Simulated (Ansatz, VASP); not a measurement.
WC: VASP beside Ansatz

The input POSCAR:

```
WC
1.0
    0.0000000000      2.2215384142      2.2215384142
    2.2215384142      0.0000000000      2.2215384142
    2.2215384142      2.2215384142      0.0000000000
W C
1 1
Direct
    0.0000000000      0.0000000000      0.0000000000
    0.5000000000      0.5000000000      0.5000000000
```

The input INCAR.step1:

```
PREC = Accurate
ENCUT = 520
ISMEAR = -1
SIGMA = 0.1
LREAL = F
LASPH = T
NELM = 100
NBANDS = 16
GGA = PE
ALGO = Normal
EDIFF = 1E-4
LWAVE = T
LCHARG = F
```

File INCAR.step2:

```
PREC = Accurate
ENCUT = 520
EDIFF = 1E-7
ISMEAR = -1
SIGMA = 0.1
LREAL = F
LASPH = T
NELM = 100
ALGO = Normal
ISIF = 2
LWAVE = F
LCHARG = T
METAGGA = R2SCAN
LMIXTAU = T
LELF = T
LVHAR = T
NBANDS = 16
ISTART = 1
```

KPOINTS

```
Automatic mesh
0
Gamma
  11 11 11
```

Input for Ansatz:

```yaml
crystal:
  lattice:
    - [0.0, 2.2215384142060413, 2.2215384142060413]
    - [2.2215384142060413, 0.0, 2.2215384142060413]
    - [2.2215384142060413, 2.2215384142060413, 0.0]
  atoms:
    - { symbol: W, position: [0.0, 0.0, 0.0] }
    - { symbol: C, position: [0.5, 0.5, 0.5] }
basis:
  ecutwfc: 517.016338673772
kpoints:
  mp_grid:
    grid: [11, 11, 11]
hamiltonian:
  xc: r2scan
scf:
  occupations:
    method: fermi_dirac
    width: 0.1
output:
  stress: true
```

Alike in both runs: task single point; functional r2SCAN; k mesh 11 × 11 × 11; occupations fermi-dirac, width 0.1 eV; no spin polarisation.

|  | VASP | Ansatz |
| --- | --- | --- |
| version | VASP 6.6.1 | Ansatz 0.2.0 |
| potentials or method | VASP PAW PBE potentials, release 64 (W_sv, C), cutoff 520 eV | plane waves, PAW |
| valence electrons in the cell | 18 | 18 |

```csv
,VASP,Ansatz,Ansatz less VASP
pressure (GPa),-16.5,-17.9,-1.36
```

VASP's potentials were made for PBE, not for r2SCAN. With one functional, cell and mesh, what is left measures potentials, basis and numerics.

Spin-orbit coupling is off throughout.
